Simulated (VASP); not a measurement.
# As (P6_3/mmc) in VASP: notebook

As is run at these levels: PBE; tasks: single point.

Program: VASP 6.6.1. These are calculated values, not measurements. Logs are shortened: lines on timing, memory, paths and dates and some standing lists are left out, and cuts for length are marked.

### 1 The cell of the first run

The structure is hexagonal, space group P6_3/mmc (No. 194). The conventional cell has a = 2.416 Å, b = 2.416 Å, c = 3.837 Å, α = 90.00°, β = 90.00°, γ = 120.00°. Within 3.1 Å of As (site symmetry -6m2) lie 12 As at 2.37 to 2.42 Å.

This isn't the form of As at room conditions, which is rhombohedral.

### 2 Single point, PBE (9.70 Å³/atom)

INCAR reads:

```
PREC = Accurate
ENCUT = 510
EDIFF = 1E-6
ISMEAR = -1
SIGMA = 0.1
LREAL = F
LASPH = T
NELM = 120
ALGO = Normal
ISIF = 2
LWAVE = F
LCHARG = T
GGA = PE
LELF = T
LVHAR = T
NBANDS = 22
GGA_COMPAT = F
```

KPOINTS reads:

```
regular mesh
0
Gamma
  16 16 9
```

POSCAR reads:

```
As
1.0
    2.4159468924      0.0000000000      0.0000000000
   -1.2079734462      2.0922713831      0.0000000000
    0.0000000000      0.0000000000      3.8374445882
As
2
Direct
    0.3333333333      0.6666666667      0.2500000000
    0.6666666667      0.3333333333      0.7500000000
```

Potentials or basis: VASP PAW PBE potentials, release 64 (As_d).

On the command line:

```
$ cat potpaw_PBE.64/As_d/POTCAR > POTCAR
$ mpirun -np 1 vasp_std > vasp.out
```

OUTCAR:

```text
PREC = Accurate
   ENCUT = 510
   EDIFF = 1E-6
   ISMEAR = -1
   LREAL = F
   LASPH = T
   NELM = 120
   ISIF = 2
   GGA = PE

 ion  position               nearest neighbor table
   1  0.333  0.667  0.250-   2 2.37   2 2.37   2 2.37   2 2.37   2 2.37   2 2.37
   2  0.667  0.333  0.750-   1 2.37   1 2.37   1 2.37   1 2.37   1 2.37   1 2.37

  LATTYP: Found a hexagonal cell.
 ALAT       =     2.4159468924
 C/A-ratio  =     1.5883811851

  Lattice vectors:

 A1 = (   2.4159468924,   0.0000000000,   0.0000000000)
 A2 = (  -1.2079734462,   2.0922713831,   0.0000000000)
 A3 = (   0.0000000000,   0.0000000000,   3.8374445882)

Analysis of symmetry for initial positions (statically):
=====================================================================
 Subroutine PRICEL returns:
 Original cell was already a primitive cell.

 Routine SETGRP: Setting up the symmetry group for a
 hexagonal supercell.

 Subroutine GETGRP returns: Found 24 space group operations
 (whereof 12 operations were pure point group operations)
 out of a pool of 24 trial point group operations.

The static configuration has the point symmetry D_3d.
 The point group associated with its full space group is D_6h.

Analysis of symmetry for dynamics (positions and initial velocities):
=====================================================================
 Subroutine PRICEL returns:
 Original cell was already a primitive cell.

 Routine SETGRP: Setting up the symmetry group for a
 hexagonal supercell.

 Subroutine GETGRP returns: Found 24 space group operations
 (whereof 12 operations were pure point group operations)
 out of a pool of 24 trial point group operations.

The dynamic configuration has the point symmetry D_3d.
 The point group associated with its full space group is D_6h.

 Subroutine INISYM returns: Found 24 space group operations
 (whereof 12 operations are pure point group operations),
 and found     1 'primitive' translations

----------------------------------------------------------------------------------------

                                     Primitive cell

  volume of cell :      19.3976

  direct lattice vectors                    reciprocal lattice vectors
     2.415946892  0.000000000  0.000000000     0.413916383  0.238974735  0.000000000
    -1.207973446  2.092271383  0.000000000     0.000000000  0.477949471  0.000000000
     0.000000000  0.000000000  3.837444588     0.000000000  0.000000000  0.260590082

  length of vectors
     2.415946892  2.415946892  3.837444588     0.477949471  0.477949471  0.260590082

  position of ions in fractional coordinates (direct lattice)
     0.333333333  0.666666667  0.250000000
     0.666666667  0.333333333  0.750000000

  ion indices of the primitive-cell ions
   primitive index   ion index
                 1           1
                 2           2

----------------------------------------------------------------------------------------

 KPOINTS: regular mesh

Automatic generation of k-mesh.
 Grid dimensions read from file:
 generate k-points for:   16   16    9

 Generating k-lattice:

  Cartesian coordinates                     Fractional coordinates (reciprocal lattice)
     0.025869774  0.014935921  0.000000000     0.062500000  0.000000000  0.000000000
     0.000000000  0.029871842  0.000000000     0.000000000  0.062500000  0.000000000
     0.000000000  0.000000000  0.028954454     0.000000000  0.000000000  0.111111111

  Length of vectors
     0.029871842  0.029871842  0.028954454

  Shift w.r.t. Gamma in fractional coordinates (k-lattice)
     0.000000000  0.000000000  0.000000000

 Subroutine IBZKPT returns following result:
 ===========================================

 Found    150 irreducible k-points:

 Following reciprocal coordinates:
            Coordinates               Weight
  0.000000  0.000000  0.000000      1.000000
  0.062500  0.000000  0.000000      6.000000
  0.125000  0.000000  0.000000      6.000000
  0.187500  0.000000  0.000000      6.000000
  0.250000  0.000000  0.000000      6.000000
  0.312500  0.000000  0.000000      6.000000
[... 16 lines left out ...]
  0.187500  0.187500  0.000000      6.000000
  0.250000  0.187500  0.000000     12.000000
 [... further k-points ...]
   k-points           NKPTS =    150   k-points in BZ     NKDIM =    150   number of bands    NBANDS=     22
   number of dos      NEDOS =    301   number of ions     NIONS =      2
   total plane-waves  NPLWV =   9072
   dimension x,y,z NGX =    18 NGY =   18 NGZ =   28
   dimension x,y,z NGXF=    36 NGYF=   36 NGZF=   56
   ions per type =               2
   NGX,Y,Z   is equivalent  to a cutoff of  12.39, 12.39, 12.13 a.u.
   NGXF,Y,Z  is equivalent  to a cutoff of  24.77, 24.77, 24.26 a.u.
 SYSTEM =  unknown system
   PREC   = accura    normal or accurate (medium, high low for compatibility)
   ISTART =      0    job   : 0-new  1-cont  2-samecut
   ICHARG =      2    charge: 1-file 2-atom 10-const
   ISPIN  =      1    spin polarized calculation?
   LNONCOLLINEAR =      F non collinear calculations
   LSORBIT =      F    spin-orbit coupling
   LASPH  =      T    aspherical Exc in radial PAW
   ENCUT  =  510.0 eV  37.48 Ry    6.12 a.u.   4.45  4.45  7.07*2*pi/ulx,y,z
   NELM   =    120;   NELMIN=  2; NELMDL= -5     # of ELM steps
   EDIFF  = 0.1E-05   stopping-criterion for ELM
   LREAL  =      F    real-space projection
   EDIFFG = 0.1E-04   stopping-criterion for IOM
   NSW    =      0    number of steps for IOM
   IBRION =     -1    ionic relax: 0-MD 1-quasi-New 2-CG
   NFREE  =      0    steps in history (QN), initial steepest desc. (CG)
   ISIF   =      2    stress and relaxation
   ISYM   =      2    0-nonsym 1-usesym 2-fastsym
   POTIM  = 0.5000    time-step for ionic-motion
   TEBEG  =    0.0;   TEEND  =   0.0 temperature during run
   PSTRESS=    0.0 pullay stress
   NELECT =      30.0000    total number of electrons
   NUPDOWN=      -1.0000    fix difference up-down
   EMIN   =  10.00;   EMAX   =-10.00  energy-range for DOS
   EFERMI =   0.00;   METHOD = LEGACY
   ISMEAR =    -1;   SIGMA  =   0.10  broadening in eV -4-tet -1-fermi 0-gaus
   EFERMI_NEDOS =   21; number of points for ismear=-14 and -15
   IALGO  =     38    algorithm
   IMIX   =      4    mixing-type and parameters
     AMIX     =   0.40;   BMIX     =  1.00
     AMIX_MAG =   1.60;   BMIX_MAG =  1.00
  volume/ion in A,a.u.               =       9.70        65.45
  Fermi-wavevector in a.u.,A,eV,Ry     =   1.893213  3.577653 48.766741  3.584254
  Thomas-Fermi vector in A             =   2.933956
   LORBIT       =      0    0 simple, 1 ext, 2 COOP (PROOUT), +10 PAW based schemes
   GGA     = PE    functional components
   LHFCALC =     F    Hartree Fock is set to
   AEXX    =    0.0000 exact exchange contribution
   IVDW    =     0    specifies the selected vdW correction
   LEPSILON=     F    determine dielectric tensor
   LRPA    =     F    only Hartree local field effects (RPA)
 non-spin polarized calculation
  energy-cutoff  :      510.00
  volume of cell :       19.40
 maximum number of plane-waves:       537
 NGX is ok and might be reduce to    18
   NGX =  9   NGY =  9   NGZ = 15

 number of electron      30.0000018 magnetization

 Free energy of the ion-electron system (eV)
  ---------------------------------------------------
  ext. energy  EPLUGINS =         0.00000000
  ---------------------------------------------------
  free energy    TOTEN  =        -0.55192741 eV

  energy without entropy =       -0.53739777  energy(sigma->0) =       -0.54466259

 E-fermi :  13.2480     XC(G=0): -15.5362

 val. band max:       13.1954292793   @ k =   0.5000   0.0000   0.2222
 cond. band min:      13.2882299995   @ k =   0.4375   0.0625   0.3333
 fundamental gap:      0.0928007202
 Fermi energy:        13.2479631020

 k-point     1 :       0.0000    0.0000    0.0000
  band No.  band energies     occupation
      1     -24.0632      2.00000
      2     -23.9953      2.00000
      3     -23.9780      2.00000
      4     -23.9780      2.00000
      5     -23.9472      2.00000
      6     -23.9472      2.00000
[... 14 lines left out ...]
     21      31.5340      0.00000
     22      31.5340      0.00000

 k-point     2 :       0.0625    0.0000    0.0000
  band No.  band energies     occupation
      1     -24.0598      2.00000
      2     -24.0052      2.00000
      3     -23.9674      2.00000
      4     -23.9647      2.00000
      5     -23.9453      2.00000
      6     -23.9372      2.00000
[... 14 lines left out ...]
     21      30.5591      0.00000
     22      30.5869      0.00000

 k-point     3 :       0.1250    0.0000    0.0000
  band No.  band energies     occupation
      1     -24.0618      2.00000
      2     -24.0101      2.00000
      3     -23.9496      2.00000
      4     -23.9403      2.00000
      5     -23.9373      2.00000
      6     -23.9367      2.00000
[... 14 lines left out ...]
     21      29.7298      0.00000
     22      30.1235      0.00000

 k-point     4 :       0.1875    0.0000    0.0000
  band No.  band energies     occupation
      1     -24.0851      2.00000
      2     -23.9955      2.00000
      3     -23.9657      2.00000
      4     -23.9547      2.00000
      5     -23.9459      2.00000
      6     -23.8923      2.00000
[... 14 lines left out ...]
     21      30.1806      0.00000
     22      30.4760      0.00000

 k-point     5 :       0.2500    0.0000    0.0000
  band No.  band energies     occupation
      1     -24.1171      2.00000
      2     -23.9987      2.00000
      3     -23.9864      2.00000
      4     -23.9746      2.00000
      5     -23.9313      2.00000
      6     -23.8392      2.00000
[... 417 lines left out ...]
 k-point    22 :       0.4375    0.1250    0.0000
  band No.  band energies     occupation
      1     -24.1515      2.00000
      2     -24.1161      2.00000
      3     -24.0006      2.00000
      4     -23.9771      2.00000
      5     -23.8680      2.00000
      6     -23.8568      2.00000
[... 14 lines left out ...]
     21      33.2237      0.00000
     22      33.4442      0.00000

 k-point    23 :       0.1875    0.1875    0.0000
  band No.  band energies     occupation
      1     -24.0521      2.00000
      2     -24.0494      2.00000
      3     -24.0474      2.00000
      4     -23.9840      2.00000
      5     -23.8841      2.00000
      6     -23.8481      2.00000
[... 14 lines left out ...]
     21      28.8529      0.00000
     22      33.1362      0.00000

 k-point    24 :       0.2500    0.1875    0.0000
  band No.  band energies     occupation
      1     -24.0868      2.00000
      2     -24.0710      2.00000
      3     -24.0114      2.00000
      4     -23.9862      2.00000
      5     -23.8717      2.00000
      6     -23.8457      2.00000
[... 14 lines left out ...]
     21      31.4910      0.00000
     22      34.5408      0.00000

 [... further k-points ...]
[... 5 lines left out ...]
  --------------------------------------------------------------------------------------
  -------------------------------------------------------------------------------------
  Total       29.0807254     29.0807254     29.0598930      0.0000000     -0.0000000      0.0000000
  in kB     2401.9739959   2401.9739961   2400.2533088      0.0000000     -0.0000000      0.0000000
  external PRESSURE =    2401.4004336 kB  Pullay stress =       0.0000000 kB

 VOLUME and BASIS-vectors are now :
 -----------------------------------------------------------------------------
  energy-cutoff  :      510.00
  volume of cell :       19.40
      direct lattice vectors                 reciprocal lattice vectors
     2.415946892  0.000000000  0.000000000     0.413916383  0.238974735  0.000000000
    -1.207973446  2.092271383  0.000000000     0.000000000  0.477949471  0.000000000
     0.000000000  0.000000000  3.837444588     0.000000000  0.000000000  0.260590082

 POSITION                                       TOTAL-FORCE (eV/Angst)
 -----------------------------------------------------------------------------------
     -0.00000      1.39485      0.95936        -0.000000      0.000000      0.000000
      1.20797      0.69742      2.87808         0.000000     -0.000000     -0.000000
 -----------------------------------------------------------------------------------
    total drift:                               -0.000000      0.000000      0.000000

  FREE ENERGIE OF THE ION-ELECTRON SYSTEM (eV)
  ---------------------------------------------------
  free  energy   TOTEN  =        -0.5519274069 eV

  energy  without entropy=       -0.5373977722  energy(sigma->0) =       -0.54466259
```

It took 47 s on 1 thread of Intel Xeon Platinum 8259CL at 2.50GHz (Skylake/Cascade Lake), shared host; peak memory 0.16 GiB.

What came out:

```
Free energy            : -0.5519 eV
Pressure               : 240.1 GPa
Band gap on the k mesh : zero (bands 15 and 16 overlap by 16.89 eV)
```

Caveat: the cell stands under pressure.

### 3 Single point, PBE

This run uses another cell than the first one, of 8.34 Å³/atom.

INCAR reads:

```
SYSTEM = As
ALGO = Normal ; EDIFF = 1E-6
ENCUT = 510 ; GGA = PE
GGA_COMPAT = .False. ; ISIF = 2
ISMEAR = -1 ; LASPH = .True.
LCHARG = .False. ; LREAL = .False.
LWAVE = .False. ; NBANDS = 22
NELM = 120 ; PREC = Accurate
SIGMA = 0.1
```

KPOINTS reads:

```
k-points
0
Gamma
  16 16 9
  0 0 0
```

POSCAR reads:

```
As
1.0
    2.2963609458      0.0000000000      0.0000000000
   -1.1481804729      1.9887069153      0.0000000000
    0.0000000000      0.0000000000      3.6528768496
As
2
Direct
    0.3333333333      0.6666666667      0.2500000000
    0.6666666667      0.3333333333      0.7500000000
```

Potentials or basis: VASP PAW PBE potentials, release 64 (As_d).

On the command line:

```
$ cat potpaw_PBE.64/As_d/POTCAR > POTCAR
$ mpirun -np 1 vasp_std > vasp.out
```

Run time: 22 s. Hardware: 1 thread of Intel Xeon 6975P-C (Granite Rapids), shared host; peak memory 0.15 GiB.

Results (log left out):

```yaml
Free_energy: 4.8025 eV
Pressure: 407.9 GPa
Band_gap_on_the_k_mesh: zero (bands 15 and 16 overlap by 19.62 eV)
```

Stress tensor (GPa, compression positive):
```
408.26   0.00   0.00
  0.00 408.26   0.00
  0.00   0.00 407.11
```

Levels at points of the mesh, in eV from the Fermi level:
```tsv
k point	band 11	band 12	band 13	band 14	band 15	band 16	band 17	band 18	band 19	band 20
(0.00, 0.00, 0.00)	-26.54	-15.28	-14.10	9.18	9.18	12.10	12.10	13.94	15.41	16.93
(0.50, 0.00, 0.00)	-16.75	-16.41	-6.55	-5.79	-4.13	-3.29	0.24	5.82	10.54	13.40
```

Caveat: the cell stands under pressure.

### 4 Single point, PBE (8.34 Å³/atom)

This run uses another cell than the first one, of 8.34 Å³/atom.

INCAR reads:

```
ALGO     = Normal         # electronic algorithm
EDIFF    = 1E-6           # SCF threshold, eV
ENCUT    = 510            # plane-wave cutoff, eV
GGA      = PE             # functional
GGA_COMPAT= False        
ISIF     = 2              # what is computed and relaxed
ISMEAR   = -1             # smearing method
LASPH    = True           # aspherical terms in the spheres
LCHARG   = False          # write CHGCAR
LREAL    = False          # projectors in reciprocal space
LWAVE    = False          # write WAVECAR
NBANDS   = 22             # bands
NELM     = 120            # most SCF steps
PREC     = Accurate       # precision mode
SIGMA    = 0.1            # smearing width, eV
```

KPOINTS reads:

```
k-points
0
Gamma
  16 16 9
```

POSCAR is that of step 3.

On the command line:

```
$ cat potpaw_PBE.64/As_d/POTCAR > POTCAR
$ mpirun -np 1 vasp_std > vasp.out
```

It took 24 s on 1 thread of AMD EPYC 9R45 (Zen 5), shared host; peak memory 0.12 GiB.

It converged, with:

```yaml
Free_energy: 4.8025 eV
Pressure: 407.9 GPa
Band_gap_on_the_k_mesh: zero (bands 15 and 16 overlap by 19.62 eV)
```

Stress tensor (GPa, compression positive):
```
408.26   0.00   0.00
  0.00 408.26   0.00
  0.00   0.00 407.11
```

Levels at points of the mesh, in eV from the Fermi level:
| k point | band 11 | band 12 | band 13 | band 14 | band 15 | band 16 | band 17 | band 18 | band 19 | band 20 |
| --- | --- | --- | --- | --- | --- | --- | --- | --- | --- | --- |
| (0.00, 0.00, 0.00) | -26.54 | -15.28 | -14.10 | 9.18 | 9.18 | 12.10 | 12.10 | 13.94 | 15.41 | 16.93 |
| (0.50, 0.00, 0.00) | -16.75 | -16.41 | -6.55 | -5.79 | -4.13 | -3.29 | 0.24 | 5.82 | 10.54 | 13.40 |

Caveat: the cell stands under pressure.

The gap in the log of VASP goes by the Fermi energy; the results here count the filled bands.